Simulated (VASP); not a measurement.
# Zn (P6_3/mmc) in VASP: a series of runs

Zn is run at these levels: PBE; tasks: single point.

Program: VASP 6.6.1. These are calculated values, not measurements. Logs are shortened: lines on timing, memory, paths and dates and some standing lists are left out, and cuts for length are marked.

**1. The cell of the first run**

It takes space group P6_3/mmc (No. 194, hexagonal). Conventional cell: a = 2.556 Å, b = 2.556 Å, c = 5.093 Å, α = 90.00°, β = 90.00°, γ = 120.00°. Zn (site symmetry -6m2) has 12 Zn at 2.56 to 2.94 Å within 3.4 Å.

**2. Single point, PBE (x and y stretched by -3 %, z held)**

INCAR

```
ALGO = Normal
EDIFF = 1E-7
ENCUT = 520
GGA = PE
ISIF = 2
ISMEAR = -1
LASPH = True
LCHARG = False
LREAL = False
LWAVE = False
NBANDS = 19
NELM = 60
PREC = Accurate
SIGMA = 0.08
```

KPOINTS

```
k-points
0
Gamma
  18 18 10
```

POSCAR

```
Zn
1.0
    2.5563227947      0.0000000000      0.0000000000
   -1.2781613973      2.2138404805      0.0000000000
    0.0000000000      0.0000000000      5.0927270444
Zn
2
Direct
    0.3333333333      0.6666666667      0.2500000000
    0.6666666667      0.3333333333      0.7500000000
```

Potentials or basis: VASP PAW PBE potentials, release 64 (Zn).

On the command line:

```sh
$ cat potpaw_PBE.64/Zn/POTCAR > POTCAR
$ mpirun -np 1 vasp_std > vasp.out
```

OUTCAR:

```text
EDIFF = 1E-7
   ENCUT = 520
   GGA = PE
   ISIF = 2
   ISMEAR = -1
   LASPH = True
   LREAL = False
   NELM = 60
   PREC = Accurate

 ion  position               nearest neighbor table
   1  0.333  0.667  0.250-   2 2.94   2 2.94   2 2.94   2 2.94   2 2.94   2 2.94
   2  0.667  0.333  0.750-   1 2.94   1 2.94   1 2.94   1 2.94   1 2.94   1 2.94

  LATTYP: Found a hexagonal cell.
 ALAT       =     2.5563227947
 C/A-ratio  =     1.9922081260

  Lattice vectors:

 A1 = (   2.5563227947,   0.0000000000,   0.0000000000)
 A2 = (  -1.2781613973,   2.2138404805,   0.0000000000)
 A3 = (   0.0000000000,   0.0000000000,   5.0927270444)

Analysis of symmetry for initial positions (statically):
=====================================================================
 Subroutine PRICEL returns:
 Original cell was already a primitive cell.

 Routine SETGRP: Setting up the symmetry group for a
 hexagonal supercell.

 Subroutine GETGRP returns: Found 24 space group operations
 (whereof 12 operations were pure point group operations)
 out of a pool of 24 trial point group operations.

The static configuration has the point symmetry D_3d.
 The point group associated with its full space group is D_6h.

Analysis of symmetry for dynamics (positions and initial velocities):
=====================================================================
 Subroutine PRICEL returns:
 Original cell was already a primitive cell.

 Routine SETGRP: Setting up the symmetry group for a
 hexagonal supercell.

 Subroutine GETGRP returns: Found 24 space group operations
 (whereof 12 operations were pure point group operations)
 out of a pool of 24 trial point group operations.

The dynamic configuration has the point symmetry D_3d.
 The point group associated with its full space group is D_6h.

 Subroutine INISYM returns: Found 24 space group operations
 (whereof 12 operations are pure point group operations),
 and found     1 'primitive' translations

----------------------------------------------------------------------------------------

                                     Primitive cell

  volume of cell :      28.8212

  direct lattice vectors                    reciprocal lattice vectors
     2.556322795  0.000000000  0.000000000     0.391186904  0.225851864  0.000000000
[... 80 lines left out ...]
   ISPIN  =      1    spin polarized calculation?
   LNONCOLLINEAR =      F non collinear calculations
   LSORBIT =      F    spin-orbit coupling
   LASPH  =      T    aspherical Exc in radial PAW
   ENCUT  =  520.0 eV  38.22 Ry    6.18 a.u.   4.75  4.75  9.47*2*pi/ulx,y,z
   NELM   =     60;   NELMIN=  2; NELMDL= -5     # of ELM steps
   EDIFF  = 0.1E-06   stopping-criterion for ELM
   LREAL  =      F    real-space projection
   EDIFFG = 0.1E-05   stopping-criterion for IOM
   NSW    =      0    number of steps for IOM
   IBRION =     -1    ionic relax: 0-MD 1-quasi-New 2-CG
   NFREE  =      0    steps in history (QN), initial steepest desc. (CG)
   ISIF   =      2    stress and relaxation
   ISYM   =      2    0-nonsym 1-usesym 2-fastsym
   POTIM  = 0.5000    time-step for ionic-motion
   TEBEG  =    0.0;   TEEND  =   0.0 temperature during run
   PSTRESS=    0.0 pullay stress
   NELECT =      24.0000    total number of electrons
   NUPDOWN=      -1.0000    fix difference up-down
   EMIN   =  10.00;   EMAX   =-10.00  energy-range for DOS
   EFERMI =   0.00;   METHOD = LEGACY
   ISMEAR =    -1;   SIGMA  =   0.08  broadening in eV -4-tet -1-fermi 0-gaus
   EFERMI_NEDOS =   21; number of points for ismear=-14 and -15
   IALGO  =     38    algorithm
   IMIX   =      4    mixing-type and parameters
     AMIX     =   0.40;   BMIX     =  1.00
     AMIX_MAG =   1.60;   BMIX_MAG =  1.00
  volume/ion in A,a.u.               =      14.41        97.25
  Fermi-wavevector in a.u.,A,eV,Ry     =   1.540190  2.910538 32.275560  2.372187
  Thomas-Fermi vector in A             =   2.646312
   LORBIT       =      0    0 simple, 1 ext, 2 COOP (PROOUT), +10 PAW based schemes
   GGA     = PE    functional components
   LHFCALC =     F    Hartree Fock is set to
   AEXX    =    0.0000 exact exchange contribution
   IVDW    =     0    specifies the selected vdW correction
   LEPSILON=     F    determine dielectric tensor
   LRPA    =     F    only Hartree local field effects (RPA)
 non-spin polarized calculation
  energy-cutoff  :      520.00
  volume of cell :       28.82
 maximum number of plane-waves:       799
 NGX is ok and might be reduce to    20
   NGX =  9   NGY =  9   NGZ = 19

 number of electron      23.9999990 magnetization

 Free energy of the ion-electron system (eV)
  ---------------------------------------------------
  ext. energy  EPLUGINS =         0.00000000
  ---------------------------------------------------
  free energy    TOTEN  =        -2.17373122 eV

  energy without entropy =       -2.16665891  energy(sigma->0) =       -2.17019506

 E-fermi :   3.3525     XC(G=0): -11.8146

 val. band max:        3.3283819226   @ k =   0.1111   0.1111   0.2000
 cond. band min:       3.4248278889   @ k =   0.1667   0.0556   0.2000
 fundamental gap:      0.0964459663
 Fermi energy:         3.3525431809

 k-point     1 :       0.0000    0.0000    0.0000
  band No.  band energies     occupation
      1      -7.3658      2.00000
      2      -5.5631      2.00000
      3      -4.7207      2.00000
      4      -4.3809      2.00000
      5      -4.3809      2.00000
      6      -4.3421      2.00000
[... 505 lines left out ...]
      6      -4.1605      2.00000
[... 11 lines left out ...]
     18      17.1794      0.00000
     19      18.6674      0.00000

 [... further k-points ...]

------------------------ aborting loop because EDIFF is reached ----------------------------------------

  FORCE on cell =-STRESS in cart. coord.  units (eV):
  Direction    XX          YY          ZZ          XY          YZ          ZX
  --------------------------------------------------------------------------------------
  -------------------------------------------------------------------------------------
  Total        1.6799447      1.6799447      0.3908227      0.0000000      0.0000000      0.0000000
  in kB       93.3884471     93.3884471     21.7259112      0.0000000      0.0000000      0.0000000
  external PRESSURE =      69.5009351 kB  Pullay stress =       0.0000000 kB

 VOLUME and BASIS-vectors are now :
 -----------------------------------------------------------------------------
  energy-cutoff  :      520.00
  volume of cell :       28.82
      direct lattice vectors                 reciprocal lattice vectors
     2.556322795  0.000000000  0.000000000     0.391186904  0.225851864  0.000000000
    -1.278161397  2.213840481  0.000000000     0.000000000  0.451703729  0.000000000
     0.000000000  0.000000000  5.092727044     0.000000000  0.000000000  0.196358452

 POSITION                                       TOTAL-FORCE (eV/Angst)
 -----------------------------------------------------------------------------------
     -0.00000      1.47589      1.27318         0.000000     -0.000000      0.000000
      1.27816      0.73795      3.81955        -0.000000      0.000000      0.000000
 -----------------------------------------------------------------------------------
    total drift:                               -0.000000      0.000000      0.000000

  FREE ENERGIE OF THE ION-ELECTRON SYSTEM (eV)
  ---------------------------------------------------
  free  energy   TOTEN  =        -2.1737312194 eV

  energy  without entropy=       -2.1666589091  energy(sigma->0) =       -2.17019506
```

OSZICAR:

```text
N       E                     dE             d eps       ncg     rms          rms(c)
DAV:   1     0.113749809414E+03    0.11375E+03   -0.12368E+04  8724   0.202E+03
DAV:   2     0.271435287752E+01   -0.11104E+03   -0.10706E+03  8490   0.297E+02
DAV:   3    -0.239099499313E+01   -0.51053E+01   -0.50862E+01  9414   0.700E+01
DAV:   4    -0.242051548910E+01   -0.29520E-01   -0.29513E-01  9290   0.550E+00
DAV:   5    -0.242055165927E+01   -0.36170E-04   -0.36170E-04  9223   0.175E-01    0.464E+00
DAV:   6    -0.219133204457E+01    0.22922E+00   -0.85550E-01  9413   0.201E+01    0.331E+00
DAV:   7    -0.217924934261E+01    0.12083E-01   -0.30525E-02 10735   0.299E+00    0.167E+00
DAV:   8    -0.217372006901E+01    0.55293E-02   -0.21393E-03 11434   0.739E-01    0.510E-02
DAV:   9    -0.217372910600E+01   -0.90370E-05   -0.30894E-04 11140   0.226E-01    0.335E-02
DAV:  10    -0.217373178134E+01   -0.26753E-05   -0.28526E-05  8903   0.663E-02    0.330E-03
DAV:  11    -0.217373161440E+01    0.16694E-06   -0.14062E-07  7979   0.354E-03    0.219E-03
DAV:  12    -0.217373123368E+01    0.38072E-06   -0.54570E-08  4961   0.487E-03    0.267E-04
DAV:  13    -0.217373121935E+01    0.14332E-07   -0.83671E-09  4737   0.843E-04
   1 F= -.21737312E+01 E0= -.21701951E+01  d E =-.707231E-02
```

stdout:

```text
POSCAR found type information on POSCAR Zn
 POSCAR found :  1 types and       2 ions
 scaLAPACK will be used
 LDA part: xc-table for (Slater+PW92), standard interpolation
 POSCAR, INCAR and KPOINTS ok, starting setup
 FFT: planning ... GRIDC
 FFT: planning ... GRID_SOFT
 FFT: planning ... GRID
 WAVECAR not read
 entering main loop
```

It took 2.2 min on 1 thread of Intel Xeon 8259CL, shared host; peak memory 0.22 GiB.

What came out:

```yaml
Free_energy: -2.1737 eV
Pressure: 7.0 GPa
Band_gap_on_the_k_mesh: zero (bands 12 and 13 overlap by 5.59 eV)
```

Stress tensor (GPa, compression positive):
```
9.34 0.00 0.00
0.00 9.34 0.00
0.00 0.00 2.17
```

Caveat: the cell differs from its parent crystal (x and y stretched by -3 %, z held); the stress differs along the axes, from 2 to 9 GPa.

(Part 1 of 2 ends here.)

The gap in the log of VASP goes by the Fermi energy; the results here count the filled bands.